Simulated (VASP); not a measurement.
# Re2Te (Fm-3m) in VASP: a series of runs

The runs below take Re2Te through single point, relaxation of cell and atoms, with PBE.

All numbers are computed with VASP 6.6.1; they aren't measurements. Logs are shortened: lines on timing, memory, paths and dates and some standing lists are left out, and cuts for length are marked.

## 1. The cell of the first run

It takes space group Fm-3m (No. 225, cubic). Conventional cell: a = 6.129 Å, b = 6.129 Å, c = 6.129 Å, α = 90.00°, β = 90.00°, γ = 90.00°. Re (site symmetry -43m) has 4 Te at 2.65 Å and 6 Re at 3.06 Å within 3.5 Å. Te (site symmetry m-3m) has 8 Re at 2.65 Å within 3.5 Å.

## 2. Single point, PBE

Contents of INCAR:

```
SYSTEM = Re2Te
PREC = Accurate
ENCUT = 520
EDIFF = 1E-6
ISMEAR = 0
SIGMA = 0.1
LREAL = .FALSE.
LASPH = .TRUE.
NELM = 100
ALGO = Fast
ISIF = 2
LWAVE = .FALSE.
LCHARG = .FALSE.
GGA = PE
NBANDS = 17
```

Contents of KPOINTS:

```
Automatic mesh
0
G
  6 6 6
  0 0 0
```

Contents of POSCAR:

```
Re2Te
1.0
    0.0000000000      3.0643630790      3.0643630790
    3.0643630790      0.0000000000      3.0643630790
    3.0643630790      3.0643630790      0.0000000000
Re Te
2 1
Direct
    0.2500000000      0.2500000000      0.2500000000
    0.7500000000      0.7500000000      0.7500000000
    0.0000000000      0.0000000000      0.0000000000
```

Potentials or basis: VASP PAW PBE potentials, release 64 (Re, Te).

Command:

```sh
$ cat potpaw_PBE.64/Re/POTCAR potpaw_PBE.64/Te/POTCAR > POTCAR
$ mpirun -np 1 vasp_std > vasp.out
```

OUTCAR:

```text
SYSTEM = Re2Te
   PREC = Accurate
   ENCUT = 520
   EDIFF = 1E-6
   ISMEAR = 0
   LREAL = .FALSE.
   LASPH = .TRUE.
   NELM = 100
   ISIF = 2
   GGA = PE

 ion  position               nearest neighbor table
   1  0.250  0.250  0.250-   3 2.65   3 2.65   3 2.65   3 2.65   2 3.06   2 3.06   2 3.06   2 3.06
                             2 3.06   2 3.06
   2  0.750  0.750  0.750-   3 2.65   3 2.65   3 2.65   3 2.65   1 3.06   1 3.06   1 3.06   1 3.06
                             1 3.06   1 3.06
   3  0.000  0.000  0.000-   1 2.65   2 2.65   2 2.65   2 2.65   2 2.65   1 2.65   1 2.65   1 2.65

  LATTYP: Found a face centered cubic cell.
 ALAT       =     6.1287261580

  Lattice vectors:

 A1 = (   0.0000000000,   3.0643630790,   3.0643630790)
 A2 = (   3.0643630790,   0.0000000000,   3.0643630790)
 A3 = (   3.0643630790,   3.0643630790,   0.0000000000)

Analysis of symmetry for initial positions (statically):
=====================================================================
 Subroutine PRICEL returns:
 Original cell was already a primitive cell.

 Routine SETGRP: Setting up the symmetry group for a
 face centered cubic supercell.

 Subroutine GETGRP returns: Found 48 space group operations
 (whereof 48 operations were pure point group operations)
 out of a pool of 48 trial point group operations.

The static configuration has the point symmetry O_h .

Analysis of symmetry for dynamics (positions and initial velocities):
=====================================================================
 Subroutine PRICEL returns:
 Original cell was already a primitive cell.

 Routine SETGRP: Setting up the symmetry group for a
 face centered cubic supercell.

 Subroutine GETGRP returns: Found 48 space group operations
 (whereof 48 operations were pure point group operations)
 out of a pool of 48 trial point group operations.

The dynamic configuration has the point symmetry O_h .

 Subroutine INISYM returns: Found 48 space group operations
 (whereof 48 operations are pure point group operations),
 and found     1 'primitive' translations

----------------------------------------------------------------------------------------

                                     Primitive cell

  volume of cell :      57.5507

  direct lattice vectors                    reciprocal lattice vectors
     0.000000000  3.064363079  3.064363079    -0.163166044  0.163166044  0.163166044
     3.064363079  0.000000000  3.064363079     0.163166044 -0.163166044  0.163166044
[... 79 lines left out ...]
   LREAL  =      F    real-space projection
   EDIFFG = 0.1E-04   stopping-criterion for IOM
   NSW    =      0    number of steps for IOM
   IBRION =     -1    ionic relax: 0-MD 1-quasi-New 2-CG
   NFREE  =      0    steps in history (QN), initial steepest desc. (CG)
   ISIF   =      2    stress and relaxation
   ISYM   =      2    0-nonsym 1-usesym 2-fastsym
   POTIM  = 0.5000    time-step for ionic-motion
   TEBEG  =    0.0;   TEEND  =   0.0 temperature during run
   PSTRESS=    0.0 pullay stress
   NELECT =      20.0000    total number of electrons
   NUPDOWN=      -1.0000    fix difference up-down
   EMIN   =  10.00;   EMAX   =-10.00  energy-range for DOS
   EFERMI =   0.00;   METHOD = LEGACY
   ISMEAR =     0;   SIGMA  =   0.10  broadening in eV -4-tet -1-fermi 0-gaus
   EFERMI_NEDOS =   21; number of points for ismear=-14 and -15
   IALGO  =     68    algorithm
   IMIX   =      4    mixing-type and parameters
     AMIX     =   0.40;   BMIX     =  1.00
     AMIX_MAG =   1.60;   BMIX_MAG =  1.00
  volume/ion in A,a.u.               =      19.18       129.46
  Fermi-wavevector in a.u.,A,eV,Ry     =   1.150980  2.175038 18.024399  1.324756
  Thomas-Fermi vector in A             =   2.287641
   LORBIT       =      0    0 simple, 1 ext, 2 COOP (PROOUT), +10 PAW based schemes
   GGA     = PE    functional components
   LHFCALC =     F    Hartree Fock is set to
   AEXX    =    0.0000 exact exchange contribution
   IVDW    =     0    specifies the selected vdW correction
   LEPSILON=     F    determine dielectric tensor
   LRPA    =     F    only Hartree local field effects (RPA)
 non-spin polarized calculation
 RMM-DIIS sequential band-by-band and
 Gauss-broadening in eV      SIGMA  =   0.10
  energy-cutoff  :      520.00
  volume of cell :       57.55
 maximum number of plane-waves:      1572
   NGX = 17   NGY = 17   NGZ = 17

 number of electron      20.0000000 magnetization

 Free energy of the ion-electron system (eV)
  ---------------------------------------------------
  ext. energy  EPLUGINS =         0.00000000
  ---------------------------------------------------
  free energy    TOTEN  =       -23.72795612 eV

  energy without entropy =      -23.69799066  energy(sigma->0) =      -23.71297339

 E-fermi :   8.0902     XC(G=0): -11.9163

 val. band max:        8.0831214825   @ k =  -0.3333   0.3333   0.1667
 cond. band min:       8.1163925443   @ k =   0.3333   0.0000   0.0000
 fundamental gap:      0.0332710619
 Fermi energy:         8.0902016097

 k-point     1 :       0.0000    0.0000    0.0000
  band No.  band energies     occupation
      1      -6.2117      2.00000
      2       1.8877      2.00000
      3       1.8877      2.00000
      4       1.8877      2.00000
      5       4.4773      2.00000
      6       4.4773      2.00000
[... 297 lines left out ...]
      4       3.3606      2.00000
      5       4.9844      2.00000
      6       5.3725      2.00000
[... 9 lines left out ...]
     16      14.4732      0.00000
     17      15.5291      0.00000

------------------------ aborting loop because EDIFF is reached ----------------------------------------

  FORCE on cell =-STRESS in cart. coord.  units (eV):
  Direction    XX          YY          ZZ          XY          YZ          ZX
  --------------------------------------------------------------------------------------
  -------------------------------------------------------------------------------------
  Total        0.0164010      0.0164010      0.0164010     -0.0000000     -0.0000000      0.0000000
  in kB        0.4565954      0.4565954      0.4565954     -0.0000000     -0.0000000      0.0000000
  external PRESSURE =       0.4565954 kB  Pullay stress =       0.0000000 kB

 VOLUME and BASIS-vectors are now :
 -----------------------------------------------------------------------------
  energy-cutoff  :      520.00
  volume of cell :       57.55
      direct lattice vectors                 reciprocal lattice vectors
     0.000000000  3.064363079  3.064363079    -0.163166044  0.163166044  0.163166044
     3.064363079  0.000000000  3.064363079     0.163166044 -0.163166044  0.163166044
     3.064363079  3.064363079  0.000000000     0.163166044  0.163166044 -0.163166044

 POSITION                                       TOTAL-FORCE (eV/Angst)
 -----------------------------------------------------------------------------------
      1.53218      1.53218      1.53218        -0.000000      0.000000      0.000000
      4.59654      4.59654      4.59654         0.000000     -0.000000     -0.000000
      0.00000      0.00000      0.00000        -0.000000     -0.000000      0.000000
 -----------------------------------------------------------------------------------
    total drift:                               -0.000000     -0.000000      0.000000

  FREE ENERGIE OF THE ION-ELECTRON SYSTEM (eV)
  ---------------------------------------------------
  free  energy   TOTEN  =       -23.7279561179 eV

  energy  without entropy=      -23.6979906615  energy(sigma->0) =      -23.71297339
```

stdout:

```text
POSCAR found type information on POSCAR ReTe
 POSCAR found :  2 types and       3 ions
 scaLAPACK will be used
 LDA part: xc-table for (Slater+PW92), standard interpolation
 POSCAR, INCAR and KPOINTS ok, starting setup
 FFT: planning ... GRIDC
 FFT: planning ... GRID_SOFT
 FFT: planning ... GRID
 WAVECAR not read
 entering main loop
```

Wall time 46 s (1 thread of Intel Xeon 8259CL, shared host); peak memory 0.18 GiB.

What came out:

| Quantity | Value |
| --- | --- |
| Free energy | -23.7280 eV |
| Pressure | 0.0 GPa |
| Band gap on the k mesh | zero (bands 10 and 11 overlap by 2.06 eV) |

Caveat: spin-orbit coupling is left out, which moves the levels of the heavy elements.

## 3. Relaxation of cell and atoms, PBE

This run uses another cell than the first one, of 20.10 Å³/atom.

Contents of INCAR:

```
  PREC = Accurate
  ENCUT = 600
  EDIFF = 1E-7
  ISMEAR = 0
  SIGMA = 0.1
  LREAL = F
  LASPH = T
  NELM = 100
  ALGO = Normal
  ISIF = 3
  LWAVE = F
  LCHARG = F
  GGA = PE
  IBRION = 2
  NSW = 90
  EDIFFG = -0.04
```

Contents of KPOINTS:

```
Automatic mesh
0
Gamma
  6 6 6
```

Contents of POSCAR:

```
Re2Te
1.0
    0.0000000000      3.1126162379      3.1126162379
    3.1126162379      0.0000000000      3.1126162379
    3.1126162379      3.1126162379      0.0000000000
Re Te
2 1
Direct
    0.2500000000      0.2500000000      0.2500000000
    0.7500000000      0.7500000000      0.7500000000
    0.0000000000      0.0000000000      0.0000000000
```

Potentials or basis: VASP PAW PBE potentials, release 64 (Re, Te).

Command:

```sh
$ cat potpaw_PBE.64/Re/POTCAR potpaw_PBE.64/Te/POTCAR > POTCAR
$ mpirun -np 1 vasp_std > vasp.out
```

OUTCAR:

```text
PREC = Accurate
   ENCUT = 600
   EDIFF = 1E-7
   ISMEAR = 0
   LREAL = F
   LASPH = T
   NELM = 100
   ISIF = 3
   GGA = PE
   IBRION = 2
   NSW = 90
   EDIFFG = -0.04

 ion  position               nearest neighbor table
   1  0.250  0.250  0.250-   3 2.70   3 2.70   3 2.70   3 2.70   2 3.11   2 3.11   2 3.11   2 3.11
                             2 3.11   2 3.11
   2  0.750  0.750  0.750-   3 2.70   3 2.70   3 2.70   3 2.70   1 3.11   1 3.11   1 3.11   1 3.11
                             1 3.11   1 3.11
   3  0.000  0.000  0.000-   2 2.70   2 2.70   2 2.70   1 2.70   2 2.70   1 2.70   1 2.70   1 2.70

  LATTYP: Found a face centered cubic cell.
 ALAT       =     6.2252324758

  Lattice vectors:

 A1 = (   0.0000000000,   3.1126162379,   3.1126162379)
 A2 = (   3.1126162379,   0.0000000000,   3.1126162379)
[... 178 lines left out ...]
  Total       -3.1646551     -3.1646551     -3.1646551     -0.0000000     -0.0000000      0.0000000
  in kB      -84.0679071    -84.0679071    -84.0679071     -0.0000000     -0.0000000      0.0000000
  external PRESSURE =     -84.0679071 kB  Pullay stress =       0.0000000 kB
[... 98 lines left out ...]
--------------------------------------- Ionic step        4  -------------------------------------------

 number of electron      20.0000000 magnetization

 Free energy of the ion-electron system (eV)
  ---------------------------------------------------
  ext. energy  EPLUGINS =         0.00000000
  ---------------------------------------------------
  free energy    TOTEN  =       -23.72957629 eV

  energy without entropy =      -23.69958020  energy(sigma->0) =      -23.71457825

 E-fermi :   8.0785     XC(G=0): -11.9116

 val. band max:        8.0714002769   @ k =  -0.3333   0.3333   0.1667
 cond. band min:       8.1047289207   @ k =   0.3333   0.0000   0.0000
 fundamental gap:      0.0333286438
 Fermi energy:         8.0784653068

 k-point     1 :       0.0000    0.0000    0.0000
  band No.  band energies     occupation
      1      -6.2164      2.00000
      2       1.8820      2.00000
      3       1.8820      2.00000
      4       1.8820      2.00000
      5       4.4702      2.00000
      6       4.4702      2.00000
      7       7.8709      1.99667
      8       8.9788      0.00000
      9       8.9788      0.00000
     10       8.9788      0.00000
     11      10.8930      0.00000
     12      10.8930      0.00000
     13      12.3274      0.00000
     14      12.3432      0.00000
[... 283 lines left out ...]
  FREE ENERGIE OF THE ION-ELECTRON SYSTEM (eV)
  ---------------------------------------------------
  free  energy   TOTEN  =       -23.7295762935 eV

  energy  without entropy=      -23.6995802044  energy(sigma->0) =      -23.71457825

 reached required accuracy - stopping structural energy minimisation
```

It took 2.2 min on 1 thread of Intel Xeon 8259CL, shared host; peak memory 0.22 GiB.

What came out:

```yaml
Free_energy: -23.7296 eV
Relaxed_volume: 19.20 Å³/atom
Relaxed_cell: a = 4.335 Å, b = 4.335 Å, c = 4.335 Å, α = 60.00°, β = 60.00°, γ = 60.00°
Space_group_after_relaxing_to_0.1_Å: Fm-3m (No. 225)
Energy_gained_by_relaxing: 25.0 meV/atom
Ionic_steps: 4
Pressure_after_relaxing: -0.1 GPa
Band_gap_on_the_k_mesh: zero (bands 10 and 11 overlap by 2.06 eV)
```

The path:
```tsv
step	energy change (eV)	largest force (eV/Å)	pressure (GPa)	volume (Å³)
1	0.0000	0.0000	-8.41	60.31
2	0.4184	0.0000	29.24	51.57
3	-0.0749	0.0000	-0.35	57.69
4	-0.0750	0.0000	-0.06	57.60
```

Final structure:
```
Re Te
1.0
     0.00000    3.06532    3.06532
     3.06532    0.00000    3.06532
     3.06532    3.06532    0.00000
Re Te
2 1
Direct
  0.25000 0.25000 0.25000
  0.75000 0.75000 0.75000
  0.00000 0.00000 0.00000
```

Caveat: spin-orbit coupling is left out, which moves the levels of the heavy elements.

The gap in the log of VASP goes by the Fermi energy; the results here count the filled bands.